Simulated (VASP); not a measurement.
Wanted: the native input for a VASP 6.6.1 run.

```yaml
Task: relaxation of cell and atoms
Functional: r2SCAN
Dispersion: rVV10
Potentials_or_basis: VASP PAW PBE potentials, release 64 (Sr_sv, O)
Cutoff: 600 eV
k_mesh: 10 × 10 × 10
Occupations: gaussian, width 0.02 eV
Spin: no spin polarisation
Further_INCAR_settings: ALGO = Normal; EDIFF = 1e-07; IBRION = 2; EDIFFG = -0.005; NSW = 40; ISIF = 3
```

The structure of SrO lies in POSCAR:

```
SrO
1.0
    0.0000000000      2.5650000000      2.5650000000
    2.5650000000      0.0000000000      2.5650000000
    2.5650000000      2.5650000000      0.0000000000
Sr O
1 1
Direct
    0.0000000000      0.0000000000      0.0000000000
    0.5000000000      0.5000000000      0.5000000000
```

These files were run (other wordings do the same):

INCAR

```
  PREC = Accurate
  ENCUT = 600
  EDIFF = 1E-7
  ISMEAR = 0
  SIGMA = 0.02
  LREAL = False
  LASPH = True
  NELM = 120
  ALGO = Normal
  ISIF = 3
  LWAVE = False
  LCHARG = False
  METAGGA = R2SCAN
  LMIXTAU = True
  LUSE_VDW = True
  IVDW_NL = 2
  BPARAM = 11.95
  CPARAM = 0.0093
  IBRION = 2
  NSW = 40
  EDIFFG = -0.005
  KPAR = 4
```

KPOINTS

```
Automatic mesh
0
Gamma
  10 10 10
```

Potentials or basis: VASP PAW PBE potentials, release 64 (Sr_sv, O).

The run is started by

```bash
$ cat potpaw_PBE.64/Sr_sv/POTCAR potpaw_PBE.64/O/POTCAR > POTCAR
$ mpirun -np 4 vasp_std > vasp.out
```

It gave:

```json
{
  "Relaxed volume": "17.08 Å³/atom",
  "Relaxed cell": "a = 3.642 Å, b = 3.642 Å, c = 3.642 Å, α = 60.00°, β = 60.00°, γ = 60.00°",
  "Space group after relaxing (to 0.1 Å)": "Fm-3m (No. 225)",
  "Energy gained by relaxing": "0.8 meV/atom",
  "Ionic steps": "3",
  "Pressure after relaxing": "0.0 GPa",
  "Band gap on the k mesh": "3.70 eV (least direct gap 3.79 eV)"
}
```

Caveat: the PAW data sets were made with another functional, which shifts forces and pressure a little.

Wall time 2.9 min on 4 MPI ranks on Intel(R) Xeon(R) 6975P-C (Granite Rapids), with other jobs on the host, peak memory 0.29 GiB a rank.
